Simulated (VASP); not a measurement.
Write the native input for VASP 6.6.1 that does the following.

* Task: single point
* Functional: PBEsol
* Potentials or basis: VASP PAW PBE potentials, release 64 (Pt, O, Co)
* Cutoff: 520 eV
* k mesh: 12 × 12 × 1
* Occupations: fermi-dirac, width 0.3 eV
* Spin: no spin polarisation
* Dipole correction: yes
* Further INCAR settings: ALGO = Normal; EDIFF = 1e-06; NBANDS = 28

The structure of CoPt2O2 lies in POSCAR:

```
CoPt2O2
1.0
    2.8101831225      0.0000000000      0.0000000000
   -1.4050915612      2.4336899733      0.0000000000
    0.0000000000      0.0000000000     20.8988731690
Pt O Co
2 2 1
Direct
    0.6666666667      0.3333333333      0.3588710233
    0.3333333333      0.6666666667      0.6411289767
    0.6666666667      0.3333333333      0.4539101518
    0.3333333333      0.6666666667      0.5460898482
    0.0000000000      0.0000000000      0.5000000000
```

The input as run:

INCAR

```
  PREC = Accurate
  ENCUT = 520
  EDIFF = 1E-6
  ISMEAR = -1
  SIGMA = 0.3
  LREAL = F
  LASPH = T
  NELM = 60
  ALGO = Normal
  ISIF = 2
  LWAVE = F
  LCHARG = F
  LDIPOL = T
  IDIPOL = 3
  DIPOL = 0.5 0.5 0.500
  GGA = PS
  NBANDS = 28
```

KPOINTS

```
Automatic mesh
0
Gamma
  12 12 1
```

Potentials or basis: VASP PAW PBE potentials, release 64 (Pt, O, Co).

The run is started by

```console
$ cat potpaw_PBE.64/Pt/POTCAR potpaw_PBE.64/O/POTCAR potpaw_PBE.64/Co/POTCAR > POTCAR
$ mpirun -np 1 vasp_std > vasp.out
```

Results of the run:

```
Largest force          : 1.000 eV/Å
Band gap on the k mesh : zero (an odd number of electrons rules out a gap without spin polarisation)
```

Caveat: so wide a smearing shifts energies and pressures; the PAW data sets were made with another functional, which shifts forces and pressure a little; spin-orbit coupling is left out, which moves the levels of the heavy elements; an odd number of electrons without spin polarisation forces a metal; a magnetic or distorted state may lie lower; the run has no spin polarisation, though such a crystal can be magnetic.

Wall time 4.3 min on 1 thread of Intel Xeon 8259CL, with other jobs on the host, peak memory 0.33 GiB.
